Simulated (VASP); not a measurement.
Set up this calculation in VASP 6.6.1, as the native input.

| Quantity | Value |
| --- | --- |
| Task | single point |
| Functional | PBE |
| Potentials or basis | VASP PAW PBE potentials, release 64 (Ti_sv, N) |
| Cutoff | 520 eV |
| k mesh | 20 × 20 × 20 |
| Occupations | gaussian, width 0.15 eV |
| Spin | collinear spin |
| Starting moments | [0.625, 0.0] μB |
| Fixed moment | 0.625 μB |
| Dipole correction | no |
| Further INCAR settings | ALGO = Normal; EDIFF = 1e-06; NBANDS = 20 |

The structure of TiN lies in POSCAR:

```
TiN
1.0
    0.0000000000      2.0651075071      2.0651075071
    2.0651075071      0.0000000000      2.0651075071
    2.0651075071      2.0651075071      0.0000000000
Ti N
1 1
Direct
    0.0000000000      0.0000000000      0.0000000000
    0.5000000000      0.5000000000      0.5000000000
```

These files were run (other wordings do the same):

INCAR

```
ALGO = Normal ; EDIFF = 1E-6
ENCUT = 520 ; GGA = PE
ISIF = 2 ; ISMEAR = 0
ISPIN = 2 ; LASPH = True
LCHARG = False ; LMAXMIX = 4
LORBIT = 11 ; LREAL = False
LWAVE = False ; MAGMOM = 0.625 0
NBANDS = 20 ; NELM = 150
NUPDOWN = 0.625 ; PREC = Accurate
SIGMA = 0.15
```

KPOINTS

```
k-points
0
Gamma
  20 20 20
```

Potentials or basis: VASP PAW PBE potentials, release 64 (Ti_sv, N).

Run with:

```bash
$ cat potpaw_PBE.64/Ti_sv/POTCAR potpaw_PBE.64/N/POTCAR > POTCAR
$ mpirun -np 1 vasp_std > vasp.out
```

It gave:

| Item | Value |
| --- | --- |
| Pressure | 31.5 GPa |
| Net moment | 0.62 μB per cell |
| Site moments | Ti +0.47; N +0.04 μB |
| Valence electrons inside the program's atomic spheres | Ti 10.55; N 3.82 |

Caveat: the cell stands under pressure; the total moment is fixed, so each spin has its own Fermi level and the state may be an excited one.

Run time: 60 s on 1 thread of Intel(R) Xeon(R) 6975P-C (Granite Rapids), with other jobs on the host, peak memory 0.25 GiB.
